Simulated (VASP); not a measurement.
# SiC2 (P-3m1) in VASP: a series of runs, part 2 of 2

VASP 6.6.1.

## 3. Relaxation of cell and atoms, PBE

Contents of INCAR:

```
ALGO     = Normal         # electronic algorithm
EDIFF    = 1E-7           # SCF threshold, eV
EDIFFG   = -0.04          # ionic threshold
ENCUT    = 600            # plane-wave cutoff, eV
GGA      = PE             # functional
IBRION   = 2              # ionic algorithm
ISIF     = 3              # what is computed and relaxed
ISMEAR   = 0              # smearing method
LASPH    = T              # aspherical terms in the spheres
LCHARG   = F              # write CHGCAR
LREAL    = F              # projectors in reciprocal space
LWAVE    = F              # write WAVECAR
NELM     = 100            # most SCF steps
NSW      = 90             # ionic steps
PREC     = Accurate       # precision mode
SIGMA    = 0.1            # smearing width, eV
```

Contents of KPOINTS:

```
k-points
0
Gamma
  6 6 4
```

Contents of POSCAR:

```
SiC2
1.0
    2.6798104000      0.0000000000      0.0000000000
   -1.3399052000      2.3207838900      0.0000000000
    0.0000000000      0.0000000000      6.5641681000
Si C
1 2
Direct
    0.0000000000      0.0000000000      0.0000000000
    0.3333333300      0.6666666700      0.6666666700
    0.6666666700      0.3333333300      0.3333333300
```

Potentials or basis: VASP PAW PBE potentials, release 64 (Si, C).

Run with:

```sh
$ cat potpaw_PBE.64/Si/POTCAR potpaw_PBE.64/C/POTCAR > POTCAR
$ mpirun -np 1 vasp_std > vasp.out
```

OUTCAR:

```text
EDIFF = 1E-7
   EDIFFG = -0.04
   ENCUT = 600
   GGA = PE
   IBRION = 2
   ISIF = 3
   ISMEAR = 0
   LASPH = T
   LREAL = F
   NELM = 100
   NSW = 90
   PREC = Accurate

 ion  position               nearest neighbor table
   1  0.000  0.000  0.000-
   2  0.333  0.667  0.667-
   3  0.667  0.333  0.333-

  LATTYP: Found a hexagonal cell.
 ALAT       =     2.6798104000
 C/A-ratio  =     2.4494897475

  Lattice vectors:

 A1 = (   2.6798104000,   0.0000000000,   0.0000000000)
 A2 = (  -1.3399052000,   2.3207838900,   0.0000000000)
 A3 = (   0.0000000000,   0.0000000000,   6.5641681000)

Analysis of symmetry for initial positions (statically):
=====================================================================
 Subroutine PRICEL returns:
 Original cell was already a primitive cell.

 Routine SETGRP: Setting up the symmetry group for a
 hexagonal supercell.

 Subroutine GETGRP returns: Found 12 space group operations
 (whereof 12 operations were pure point group operations)
 out of a pool of 24 trial point group operations.

The static configuration has the point symmetry D_3d.

Analysis of symmetry for dynamics (positions and initial velocities):
=====================================================================
 Subroutine PRICEL returns:
 Original cell was already a primitive cell.

 Routine SETGRP: Setting up the symmetry group for a
 hexagonal supercell.

 Subroutine GETGRP returns: Found 12 space group operations
 (whereof 12 operations were pure point group operations)
 out of a pool of 24 trial point group operations.

The dynamic configuration has the point symmetry D_3d.

 Subroutine INISYM returns: Found 12 space group operations
 (whereof 12 operations are pure point group operations),
 and found     1 'primitive' translations

----------------------------------------------------------------------------------------

                                     Primitive cell

  volume of cell :      40.8243

  direct lattice vectors                    reciprocal lattice vectors
     2.679810400  0.000000000  0.000000000     0.373160728  0.215444446  0.000000000
    -1.339905200  2.320783890  0.000000000     0.000000000  0.430888892  0.000000000
     0.000000000  0.000000000  6.564168100     0.000000000  0.000000000  0.152342229

  length of vectors
     2.679810400  2.679810405  6.564168100     0.430888893  0.430888892  0.152342229

  position of ions in fractional coordinates (direct lattice)
     0.000000000  0.000000000  0.000000000
     0.333333330  0.666666670  0.666666670
     0.666666670  0.333333330  0.333333330

  ion indices of the primitive-cell ions
   primitive index   ion index
                 1           1
                 2           2
                 3           3

----------------------------------------------------------------------------------------

 KPOINTS: k-points

Automatic generation of k-mesh.
 Grid dimensions read from file:
 generate k-points for:    6    6    4

 Generating k-lattice:

  Cartesian coordinates                     Fractional coordinates (reciprocal lattice)
     0.062193455  0.035907408  0.000000000     0.166666667  0.000000000  0.000000000
     0.000000000  0.071814815  0.000000000     0.000000000  0.166666667  0.000000000
     0.000000000  0.000000000  0.038085557     0.000000000  0.000000000  0.250000000

  Length of vectors
     0.071814816  0.071814815  0.038085557

  Shift w.r.t. Gamma in fractional coordinates (k-lattice)
     0.000000000  0.000000000  0.000000000

 Subroutine IBZKPT returns following result:
 ===========================================

 Found     24 irreducible k-points:

 Following reciprocal coordinates:
            Coordinates               Weight
  0.000000  0.000000  0.000000      1.000000
  0.166667 -0.000000  0.000000      6.000000
  0.333333  0.000000  0.000000      6.000000
  0.500000  0.000000  0.000000      3.000000
  0.166667  0.166667  0.000000      6.000000
  0.333333  0.166667  0.000000     12.000000
[... 16 lines left out ...]
  0.333333  0.166667  0.500000     12.000000
  0.333333  0.333333  0.500000      2.000000
   k-points           NKPTS =     24   k-points in BZ     NKDIM =     24   number of bands    NBANDS=     10
   number of dos      NEDOS =    301   number of ions     NIONS =      3
   total plane-waves  NPLWV =  31104
   dimension x,y,z NGX =    24 NGY =   24 NGZ =   54
   dimension x,y,z NGXF=    48 NGYF=   48 NGZF=  108
   ions per type =               1   2
   NGX,Y,Z   is equivalent  to a cutoff of  14.89, 14.89, 13.68 a.u.
   NGXF,Y,Z  is equivalent  to a cutoff of  29.78, 29.78, 27.35 a.u.
 SYSTEM =  unknown system
   PREC   = accura    normal or accurate (medium, high low for compatibility)
   ISTART =      0    job   : 0-new  1-cont  2-samecut
   ICHARG =      2    charge: 1-file 2-atom 10-const
   ISPIN  =      1    spin polarized calculation?
   LNONCOLLINEAR =      F non collinear calculations
   LSORBIT =      F    spin-orbit coupling
   LASPH  =      T    aspherical Exc in radial PAW
   ENCUT  =  600.0 eV  44.10 Ry    6.64 a.u.   5.35  5.35 13.11*2*pi/ulx,y,z
   NELM   =    100;   NELMIN=  2; NELMDL= -5     # of ELM steps
   EDIFF  = 0.1E-06   stopping-criterion for ELM
   LREAL  =      F    real-space projection
   EDIFFG = -.4E-01   stopping-criterion for IOM
   NSW    =     90    number of steps for IOM
   IBRION =      2    ionic relax: 0-MD 1-quasi-New 2-CG
   NFREE  =      1    steps in history (QN), initial steepest desc. (CG)
   ISIF   =      3    stress and relaxation
   ISYM   =      2    0-nonsym 1-usesym 2-fastsym
   POTIM  = 0.5000    time-step for ionic-motion
   TEBEG  =    0.0;   TEEND  =   0.0 temperature during run
   PSTRESS=    0.0 pullay stress
   NELECT =      12.0000    total number of electrons
   NUPDOWN=      -1.0000    fix difference up-down
   EMIN   =  10.00;   EMAX   =-10.00  energy-range for DOS
   EFERMI =   0.00;   METHOD = LEGACY
   ISMEAR =     0;   SIGMA  =   0.10  broadening in eV -4-tet -1-fermi 0-gaus
   EFERMI_NEDOS =   21; number of points for ismear=-14 and -15
   IALGO  =     38    algorithm
   IMIX   =      4    mixing-type and parameters
     AMIX     =   0.40;   BMIX     =  1.00
     AMIX_MAG =   1.60;   BMIX_MAG =  1.00
  volume/ion in A,a.u.               =      13.61        91.83
  Fermi-wavevector in a.u.,A,eV,Ry     =   1.088502  2.056970 16.120670  1.184836
  Thomas-Fermi vector in A             =   2.224685
   LORBIT       =      0    0 simple, 1 ext, 2 COOP (PROOUT), +10 PAW based schemes
   GGA     = PE    functional components
   LHFCALC =     F    Hartree Fock is set to
   AEXX    =    0.0000 exact exchange contribution
   IVDW    =     0    specifies the selected vdW correction
   LEPSILON=     F    determine dielectric tensor
   LRPA    =     F    only Hartree local field effects (RPA)
 conjugate gradient relaxation of ions
 non-spin polarized calculation
 Gauss-broadening in eV      SIGMA  =   0.10
  energy-cutoff  :      600.00
  volume of cell :       40.82
 maximum number of plane-waves:      1382
 NGX is ok and might be reduce to    24
   NGX = 11   NGY = 11   NGZ = 27

--------------------------------------- Ionic step        1  -------------------------------------------

 number of electron      12.0000000 magnetization

 Free energy of the ion-electron system (eV)
  ---------------------------------------------------
  ext. energy  EPLUGINS =         0.00000000
  ---------------------------------------------------
  free energy    TOTEN  =       -13.00362765 eV

  energy without entropy =      -12.99091986  energy(sigma->0) =      -12.99727375

------------------------ aborting loop because EDIFF is reached ----------------------------------------

  FORCE on cell =-STRESS in cart. coord.  units (eV):
  Direction    XX          YY          ZZ          XY          YZ          ZX
  --------------------------------------------------------------------------------------
  -------------------------------------------------------------------------------------
  Total       -4.0468205     -4.0468205     -7.4217897      0.0000000      0.0000000      0.0000000
  in kB     -158.8203177   -158.8203185   -291.2733563      0.0000000      0.0000000      0.0000000
  external PRESSURE =    -202.9713308 kB  Pullay stress =       0.0000000 kB
[... 723 lines left out ...]
 k-point    24 :       0.3333    0.3333    0.5000
  band No.  band energies     occupation
      1      -6.6886      2.00000
      2      -6.6886      2.00000
      3      -4.7259      2.00000
      4       3.0213      2.00000
      5       3.0213      2.00000
      6       5.1353      2.00000
      7       5.8968      0.26136
      8       5.8968      0.26136
      9      10.7526      0.00000
     10      13.4069      0.00000

[... ionic steps 4 to 81 ...]

--------------------------------------- Ionic step       82  -------------------------------------------

 number of electron      12.0000000 magnetization

------------------------ aborting loop because EDIFF is reached ----------------------------------------
[... 69 lines left out ...]
--------------------------------------- Ionic step       84  -------------------------------------------

 number of electron      12.0000000 magnetization

 Free energy of the ion-electron system (eV)
  ---------------------------------------------------
  ext. energy  EPLUGINS =         0.00000000
  ---------------------------------------------------
  free energy    TOTEN  =       -22.98899434 eV

  energy without entropy =      -22.97732139  energy(sigma->0) =      -22.98315787

 E-fermi :   3.8631     XC(G=0):  -9.0844

 val. band max:        3.7998962757   @ k =   0.3333   0.0000   0.2500
 cond. band min:       3.8774521155   @ k =   0.3333   0.3333   0.0000
 fundamental gap:      0.0775558398
 Fermi energy:         3.8630798051
[... 340 lines left out ...]
  FREE ENERGIE OF THE ION-ELECTRON SYSTEM (eV)
  ---------------------------------------------------
  free  energy   TOTEN  =       -22.9889943448 eV

  energy  without entropy=      -22.9773213858  energy(sigma->0) =      -22.98315787

 reached required accuracy - stopping structural energy minimisation
```

Wall time 8.5 min (1 thread of Intel Xeon Platinum 8559C (Emerald Rapids), shared host); peak memory 0.2 GiB.

What came out:

| Quantity | Value |
| --- | --- |
| Free energy | -22.9890 eV |
| Relaxed volume | 14.33 Å³/atom |
| Relaxed cell | a = 2.474 Å, b = 2.474 Å, c = 8.106 Å, α = 90.00°, β = 90.00°, γ = 120.00° |
| Space group after relaxing (to 0.05 Å) | P6/mmm (No. 191) |
| Energy gained by relaxing | 3328.5 meV/atom |
| Ionic steps | 84 |
| Pressure after relaxing | -0.1 GPa |
| Largest force after relaxing | 0.016 eV/Å |
| Band gap on the k mesh | zero (filled and empty bands overlap) |

Forces in eV/Å, atoms in the order of the input:
```
Si   0.000  0.000  0.000
C    0.000  0.000 -0.016
C    0.000  0.000  0.016
```

The path:
```csv
step,energy change (eV),largest force (eV/Å),pressure (GPa),volume (Å³)
1,0.0000,0.1816,-20.30,40.82
4,-0.1588,1.3241,102.88,19.04
7,2.8094,6.7290,368.32,14.31
10,-3.5535,3.4961,70.10,19.97
13,-3.9783,2.9691,102.59,18.92
16,-5.3377,0.4775,-12.87,26.25
19,-5.4814,0.4233,4.51,24.01
22,-5.5221,0.5182,-4.29,24.89
25,-5.5439,0.1770,-1.09,24.52
28,-5.5529,0.3099,1.49,24.19
31,-5.5993,0.0435,11.66,23.19
34,-6.2321,0.1303,74.94,20.60
37,-6.2136,0.2490,83.28,20.37
40,-6.2179,0.2087,84.39,20.33
43,-6.2422,0.3197,98.19,20.01
46,-6.2691,0.2987,96.00,20.08
49,-6.4651,0.1519,101.45,20.14
52,-6.6865,0.0201,109.68,20.21
55,-7.9285,1.6038,46.18,23.05
58,-8.2432,2.9548,13.16,25.57
61,-8.8007,0.3383,-3.06,27.98
64,-9.2926,2.0477,11.19,29.58
67,-9.9192,0.8812,-0.64,38.06
70,-9.9575,0.2587,0.61,38.79
73,-9.9629,0.0885,1.93,38.97
76,-9.9719,0.2188,-0.23,40.27
79,-9.9806,0.2214,-0.50,41.79
82,-9.9853,0.0465,0.21,42.84
84,-9.9854,0.0159,-0.12,42.98
```

Final structure:
```
Si C
1.0
     2.47429    0.00000    0.00000
    -1.23715    2.14280    0.00000
     0.00000    0.00000    8.10581
Si C
1 2
Direct
  0.00000 0.00000 0.00000
  0.33333 0.66667 0.50006
  0.66667 0.33333 0.49994
```

Levels at points of the mesh, in eV from the Fermi level:
```
           k point  band 3  band 4  band 5  band 6  band 7  band 8  band 9  band 10
(0.00, 0.00, 0.00)   -7.57   -3.28   -3.07   -3.07    2.93    8.23    8.23     8.86
(0.50, 0.00, 0.00)   -6.41   -4.94   -3.99   -2.33    1.57    3.45    5.26     7.27
(0.00, 0.00, 0.50)   -7.51   -3.49   -3.07   -3.07    4.21    6.05    8.23     8.23
(0.50, 0.00, 0.50)   -6.41   -4.94   -3.99   -2.31    1.70    3.22    5.12     7.27
```

Caveat: the k points lie up to 0.49 Å⁻¹ apart in the final cell.
